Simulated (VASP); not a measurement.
# Mg (Fm-3m) in VASP: further runs

Mg is run at these levels: BLYP; tasks: single point.

Everything below comes from runs of VASP 6.6.1. Logs are shortened: lines on timing, memory, paths and dates and some standing lists are left out, and cuts for length are marked.

## (1) The cell of the first run

It takes space group Fm-3m (No. 225, cubic). Conventional cell: a = 4.561 Å, b = 4.561 Å, c = 4.561 Å, α = 90.00°, β = 90.00°, γ = 90.00°. Within 4.2 Å of Mg (site symmetry m-3m) lie 12 Mg at 3.22 Å.

## (2) Single point, BLYP

File INCAR:

```
SYSTEM = Mg
  AGGAC = 1.0
  AGGAX = 1.0
  ALDAC = 0.0
  ALDAX = 1.0
  ALGO = Normal
  EDIFF = 1E-7
  ENCUT = 520
  GGA = B5
  ISIF = 2
  ISMEAR = -1
  LASPH = .True.
  LCHARG = .False.
  LREAL = .False.
  LWAVE = .False.
  NBANDS = 7
  NELM = 60
  PREC = Accurate
  SIGMA = 0.1
```

File KPOINTS:

```
k-points
0
Gamma
  12 12 12
  0 0 0
```

File POSCAR:

```
Mg
1.0
    0.0000000000      2.2803836662      2.2803836662
    2.2803836662      0.0000000000      2.2803836662
    2.2803836662      2.2803836662      0.0000000000
Mg
1
Direct
    0.0000000000      0.0000000000      0.0000000000
```

Potentials or basis: VASP PAW PBE potentials, release 64 (Mg).

Started as:

```sh
$ cat potpaw_PBE.64/Mg/POTCAR > POTCAR
$ mpirun -np 1 vasp_std > vasp.out
```

OUTCAR:

```text
SYSTEM = Mg
   EDIFF = 1E-7
   ENCUT = 520
   GGA = B5
   ISIF = 2
   ISMEAR = -1
   LASPH = .True.
   LREAL = .False.
   NELM = 60
   PREC = Accurate

 ion  position               nearest neighbor table
   1  0.000  0.000  0.000-

  LATTYP: Found a face centered cubic cell.
 ALAT       =     4.5607673324

  Lattice vectors:

 A1 = (   0.0000000000,   2.2803836662,   2.2803836662)
 A2 = (   2.2803836662,   0.0000000000,   2.2803836662)
 A3 = (   2.2803836662,   2.2803836662,   0.0000000000)

Analysis of symmetry for initial positions (statically):
=====================================================================
 Subroutine PRICEL returns:
 Original cell was already a primitive cell.

 Routine SETGRP: Setting up the symmetry group for a
 face centered cubic supercell.

 Subroutine GETGRP returns: Found 48 space group operations
 (whereof 48 operations were pure point group operations)
 out of a pool of 48 trial point group operations.

The static configuration has the point symmetry O_h .

Analysis of symmetry for dynamics (positions and initial velocities):
=====================================================================
 Subroutine PRICEL returns:
 Original cell was already a primitive cell.

 Routine SETGRP: Setting up the symmetry group for a
 face centered cubic supercell.

 Subroutine GETGRP returns: Found 48 space group operations
 (whereof 48 operations were pure point group operations)
 out of a pool of 48 trial point group operations.

The dynamic configuration has the point symmetry O_h .

 Subroutine INISYM returns: Found 48 space group operations
 (whereof 48 operations are pure point group operations),
 and found     1 'primitive' translations

----------------------------------------------------------------------------------------

                                     Primitive cell

  volume of cell :      23.7167

  direct lattice vectors                    reciprocal lattice vectors
     0.000000000  2.280383666  2.280383666    -0.219261349  0.219261349  0.219261349
     2.280383666  0.000000000  2.280383666     0.219261349 -0.219261349  0.219261349
     2.280383666  2.280383666  0.000000000     0.219261349  0.219261349 -0.219261349

  length of vectors
     3.224949508  3.224949508  3.224949508     0.379771797  0.379771797  0.379771797

  position of ions in fractional coordinates (direct lattice)
[... 70 lines left out ...]
   ICHARG =      2    charge: 1-file 2-atom 10-const
   ISPIN  =      1    spin polarized calculation?
   LNONCOLLINEAR =      F non collinear calculations
   LSORBIT =      F    spin-orbit coupling
   LASPH  =      T    aspherical Exc in radial PAW
   ENCUT  =  520.0 eV  38.22 Ry    6.18 a.u.   6.00  6.00  6.00*2*pi/ulx,y,z
   NELM   =     60;   NELMIN=  2; NELMDL= -5     # of ELM steps
   EDIFF  = 0.1E-06   stopping-criterion for ELM
   LREAL  =      F    real-space projection
   EDIFFG = 0.1E-05   stopping-criterion for IOM
   NSW    =      0    number of steps for IOM
   IBRION =     -1    ionic relax: 0-MD 1-quasi-New 2-CG
   NFREE  =      0    steps in history (QN), initial steepest desc. (CG)
   ISIF   =      2    stress and relaxation
   ISYM   =      2    0-nonsym 1-usesym 2-fastsym
   POTIM  = 0.5000    time-step for ionic-motion
   TEBEG  =    0.0;   TEEND  =   0.0 temperature during run
   PSTRESS=    0.0 pullay stress
   NELECT =       2.0000    total number of electrons
   NUPDOWN=      -1.0000    fix difference up-down
   EMIN   =  10.00;   EMAX   =-10.00  energy-range for DOS
   EFERMI =   0.00;   METHOD = LEGACY
   ISMEAR =    -1;   SIGMA  =   0.10  broadening in eV -4-tet -1-fermi 0-gaus
   EFERMI_NEDOS =   21; number of points for ismear=-14 and -15
   IALGO  =     38    algorithm
   IMIX   =      4    mixing-type and parameters
     AMIX     =   0.40;   BMIX     =  1.00
     AMIX_MAG =   1.60;   BMIX_MAG =  1.00
  volume/ion in A,a.u.               =      23.72       160.05
  Fermi-wavevector in a.u.,A,eV,Ry     =   0.717905  1.356644  7.012272  0.515387
  Thomas-Fermi vector in A             =   1.806705
   LORBIT       =      0    0 simple, 1 ext, 2 COOP (PROOUT), +10 PAW based schemes
   GGA     = B5    functional components
   LHFCALC =     F    Hartree Fock is set to
   AEXX    =    0.0000 exact exchange contribution
   IVDW    =     0    specifies the selected vdW correction
   LEPSILON=     F    determine dielectric tensor
   LRPA    =     F    only Hartree local field effects (RPA)
 non-spin polarized calculation
  energy-cutoff  :      520.00
  volume of cell :       23.72
 maximum number of plane-waves:       650
   NGX = 11   NGY = 11   NGZ = 11

 number of electron       2.0000000 magnetization

 Free energy of the ion-electron system (eV)
  ---------------------------------------------------
  ext. energy  EPLUGINS =         0.00000000
  ---------------------------------------------------
  free energy    TOTEN  =        -0.73915924 eV

  energy without entropy =       -0.72134769  energy(sigma->0) =       -0.73025346

 E-fermi :   2.8523     XC(G=0):  -7.9473

 val. band max:        2.8216868312   @ k =  -0.4167   0.3333   0.0000
 cond. band min:       2.8754552101   @ k =  -0.4167   0.5000   0.0833
 fundamental gap:      0.0537683789
 Fermi energy:         2.8522646433

 k-point     1 :       0.0000    0.0000    0.0000
  band No.  band energies     occupation
      1      -3.8765      2.00000
      2      15.0004      0.00000
      3      15.0004      0.00000
      4      15.0004      0.00000
      5      16.6490      0.00000
      6      16.6490      0.00000
      7      16.6490      0.00000
[... 221 lines left out ...]
 k-point    24 :      -0.4167    0.1667    0.0000
  band No.  band energies     occupation
      1       1.3664      2.00000
      2       2.5334      1.92077
      3       9.3750      0.00000
      4      12.1288      0.00000
      5      13.4132      0.00000
      6      17.3086      0.00000
      7      19.2931      0.00000

 [... further k-points ...]
[... 5 lines left out ...]
  --------------------------------------------------------------------------------------
  -------------------------------------------------------------------------------------
  Total       -0.0049899     -0.0049899     -0.0049899      0.0000000      0.0000000     -0.0000000
  in kB       -0.3370905     -0.3370905     -0.3370905      0.0000000      0.0000000     -0.0000000
  external PRESSURE =      -0.3370905 kB  Pullay stress =       0.0000000 kB

 VOLUME and BASIS-vectors are now :
 -----------------------------------------------------------------------------
  energy-cutoff  :      520.00
  volume of cell :       23.72
      direct lattice vectors                 reciprocal lattice vectors
     0.000000000  2.280383666  2.280383666    -0.219261349  0.219261349  0.219261349
     2.280383666  0.000000000  2.280383666     0.219261349 -0.219261349  0.219261349
     2.280383666  2.280383666  0.000000000     0.219261349  0.219261349 -0.219261349

 POSITION                                       TOTAL-FORCE (eV/Angst)
 -----------------------------------------------------------------------------------
      0.00000      0.00000      0.00000         0.000000      0.000000      0.000000
 -----------------------------------------------------------------------------------
    total drift:                               -0.000000     -0.000000     -0.000000

  FREE ENERGIE OF THE ION-ELECTRON SYSTEM (eV)
  ---------------------------------------------------
  free  energy   TOTEN  =        -0.7391592373 eV

  energy  without entropy=       -0.7213476924  energy(sigma->0) =       -0.73025346
```

OSZICAR:

```text
N       E                     dE             d eps       ncg     rms          rms(c)
DAV:   1    -0.356270529629E-01   -0.35627E-01   -0.66501E+02  1092   0.179E+02
DAV:   2    -0.727780331111E+00   -0.69215E+00   -0.64180E+00  1253   0.109E+01
DAV:   3    -0.730999535395E+00   -0.32192E-02   -0.32180E-02  1442   0.862E-01
DAV:   4    -0.731003890666E+00   -0.43553E-05   -0.43557E-05  1449   0.249E-02
DAV:   5    -0.731003904502E+00   -0.13837E-07   -0.13797E-07  1442   0.899E-04    0.518E-01
DAV:   6    -0.734898985662E+00   -0.38951E-02   -0.20389E-03  1239   0.236E-01    0.340E-01
DAV:   7    -0.739102113786E+00   -0.42031E-02   -0.94474E-03  1183   0.520E-01    0.289E-02
DAV:   8    -0.739155687702E+00   -0.53574E-04   -0.12054E-04  1498   0.627E-02    0.544E-03
DAV:   9    -0.739158973700E+00   -0.32860E-05   -0.38584E-06  1372   0.121E-02    0.268E-03
DAV:  10    -0.739159238137E+00   -0.26444E-06   -0.14566E-06  1442   0.573E-03    0.320E-04
DAV:  11    -0.739159237274E+00    0.86266E-09   -0.16096E-08   910   0.883E-04
   1 F= -.73915924E+00 E0= -.73025346E+00  d E =-.178115E-01
```

It took 18 s on 1 thread of Intel Xeon 8259CL, shared host; peak memory 0.14 GiB.

What came out:

```yaml
Free_energy: -0.7392 eV
Pressure: 0.0 GPa
Band_gap_on_the_k_mesh: zero (band 1 reaches 4.33 eV, above the bottom of band 2 at 1.54 eV)
```

Caveat: the PAW data sets were made with another functional, which shifts forces and pressure a little.

## (3) Single point, BLYP (volume scaled by 0.88)

File INCAR:

```
PREC     = Accurate       # precision mode
ENCUT    = 520            # plane-wave cutoff, eV
EDIFF    = 1E-6           # SCF threshold, eV
ISMEAR   = -1             # smearing method
SIGMA    = 0.1            # smearing width, eV
LREAL    = F              # projectors in reciprocal space
LASPH    = T              # aspherical terms in the spheres
NELM     = 60             # most SCF steps
ALGO     = Normal         # electronic algorithm
ISIF     = 2              # what is computed and relaxed
LWAVE    = F              # write WAVECAR
LCHARG   = T              # write CHGCAR
GGA      = B5             # functional
ALDAX    = 1.0          
AGGAX    = 1.0          
AGGAC    = 1.0          
ALDAC    = 0.0          
LELF     = T              # ELF
LVHAR    = T            
NBANDS   = 7              # bands
```

File KPOINTS:

```
regular mesh
0
Gamma
  13 13 13
```

File POSCAR:

```
Mg
1.0
    0.0000000000      2.1852551160      2.1852551160
    2.1852551160      0.0000000000      2.1852551160
    2.1852551160      2.1852551160      0.0000000000
Mg
1
Direct
    0.0000000000      0.0000000000      0.0000000000
```

Potentials or basis: VASP PAW PBE potentials, release 64 (Mg).

Started as:

```sh
$ cat potpaw_PBE.64/Mg/POTCAR > POTCAR
$ mpirun -np 1 vasp_std > vasp.out
```

It took 21 s on 1 thread of Intel Xeon 8259CL, shared host; peak memory 0.14 GiB.

Results (log left out):

- Free energy: -0.7026 eV
- Pressure: 5.1 GPa
- Band gap on the k mesh: zero (band 1 reaches 4.41 eV, above the bottom of band 2 at 2.50 eV)

Levels at points of the mesh, in eV from the Fermi level:
```tsv
k point	band 1	band 2	band 3	band 4	band 5
(0.00, 0.00, 0.00)	-7.33	12.91	12.91	12.91	15.28
```

Caveat: the PAW data sets were made with another functional, which shifts forces and pressure a little.

## (4) Single point, BLYP (volume scaled by 0.92)

File INCAR:

```
SYSTEM = Mg
PREC     = Accurate       ! precision mode
ENCUT    = 520            ! plane-wave cutoff, eV
EDIFF    = 1E-6           ! SCF threshold, eV
ISMEAR   = -1             ! smearing method
SIGMA    = 0.1            ! smearing width, eV
LREAL    = .False.        ! projectors in reciprocal space
LASPH    = .True.         ! aspherical terms in the spheres
NELM     = 60             ! most SCF steps
ALGO     = Normal         ! electronic algorithm
ISIF     = 2              ! what is computed and relaxed
LWAVE    = .False.        ! write WAVECAR
LCHARG   = .False.        ! write CHGCAR
GGA      = B5             ! functional
ALDAX    = 1.0          
AGGAX    = 1.0          
AGGAC    = 1.0          
ALDAC    = 0.0          
NBANDS   = 7              ! bands
```

File KPOINTS:

```
Automatic mesh
0
Gamma
  13 13 13
  0 0 0
```

File POSCAR:

```
Mg
1.0
    0.0000000000      2.2178756733      2.2178756733
    2.2178756733      0.0000000000      2.2178756733
    2.2178756733      2.2178756733      0.0000000000
Mg
1
Direct
    0.0000000000      0.0000000000      0.0000000000
```

Potentials or basis: VASP PAW PBE potentials, release 64 (Mg).

Started as:

```sh
$ cat potpaw_PBE.64/Mg/POTCAR > POTCAR
$ mpirun -np 1 vasp_std > vasp.out
```

OUTCAR:

```text
SYSTEM = Mg
   PREC = Accurate
   ENCUT = 520
   EDIFF = 1E-6
   ISMEAR = -1
   LREAL = .False.
   LASPH = .True.
   NELM = 60
   ISIF = 2
   GGA = B5

 ion  position               nearest neighbor table
   1  0.000  0.000  0.000-

  LATTYP: Found a face centered cubic cell.
 ALAT       =     4.4357513466

  Lattice vectors:

 A1 = (   0.0000000000,   2.2178756733,   2.2178756733)
 A2 = (   2.2178756733,   0.0000000000,   2.2178756733)
[... 418 lines left out ...]
      7      21.0051      0.00000

 [... further k-points ...]

------------------------ aborting loop because EDIFF is reached ----------------------------------------

  FORCE on cell =-STRESS in cart. coord.  units (eV):
  Direction    XX          YY          ZZ          XY          YZ          ZX
  --------------------------------------------------------------------------------------
  -------------------------------------------------------------------------------------
  Total        0.4086351      0.4086351      0.4086351     -0.0000000     -0.0000000     -0.0000000
  in kB       30.0057599     30.0057599     30.0057599     -0.0000000     -0.0000000     -0.0000000
  external PRESSURE =      30.0057599 kB  Pullay stress =       0.0000000 kB

 VOLUME and BASIS-vectors are now :
 -----------------------------------------------------------------------------
  energy-cutoff  :      520.00
  volume of cell :       21.82
      direct lattice vectors                 reciprocal lattice vectors
     0.000000000  2.217875673  2.217875673    -0.225440951  0.225440951  0.225440951
     2.217875673  0.000000000  2.217875673     0.225440951 -0.225440951  0.225440951
     2.217875673  2.217875673  0.000000000     0.225440951  0.225440951 -0.225440951

 POSITION                                       TOTAL-FORCE (eV/Angst)
 -----------------------------------------------------------------------------------
      0.00000      0.00000      0.00000         0.000000      0.000000      0.000000
 -----------------------------------------------------------------------------------
    total drift:                               -0.000000     -0.000000     -0.000000

  FREE ENERGIE OF THE ION-ELECTRON SYSTEM (eV)
  ---------------------------------------------------
  free  energy   TOTEN  =        -0.7263501675 eV

  energy  without entropy=       -0.7121361903  energy(sigma->0) =       -0.71924318
```

stdout:

```text
POSCAR found type information on POSCAR Mg
 POSCAR found :  1 types and       1 ions
 scaLAPACK will be used
 -----------------------------------------------------------------------------
|                                                                             |
|                                                                             |
|     You enforced a specific xc type in the INCAR file but a different       |
|     I HOPE YOU KNOW WHAT YOU ARE DOING!                                     |
|                                                                             |
 -----------------------------------------------------------------------------

 LDA part: xc-table for (Slater(with rela. corr.)+VWN5), standard interpolation
 POSCAR, INCAR and KPOINTS ok, starting setup
 FFT: planning ... GRIDC
 FFT: planning ... GRID_SOFT
 FFT: planning ... GRID
 WAVECAR not read
 entering main loop
```

Wall time 19 s (1 thread of Intel Xeon 8259CL, shared host); peak memory 0.14 GiB.

Results:

```
Free energy            : -0.7264 eV
Pressure               : 3.0 GPa
Band gap on the k mesh : zero (band 1 reaches 4.15 eV, above the bottom of band 2 at 2.26 eV)
```

Caveat: the PAW data sets were made with another functional, which shifts forces and pressure a little.

## (5) The runs side by side

```tsv
cell	k mesh	gap on the mesh (eV)	pressure (GPa)
a = 3.225 Å, angles 60.0°, 1 atom	12 × 12 × 12	none	0.0
a = 3.090 Å, angles 60.0°, 1 atom	13 × 13 × 13	none	5.1
a = 3.137 Å, angles 60.0°, 1 atom	13 × 13 × 13	none	3.0
```

Alike in all rows: task single point; level BLYP; potentials or basis VASP PAW PBE potentials, release 64 (Mg); no spin polarisation; cutoff (eV) 520; smearing fermi-dirac 0.1 eV.

Caveats: the PAW data sets were made with another functional, which shifts forces and pressure a little.

Total energies depend on the potentials used, so only differences within one code and one set of settings carry meaning.
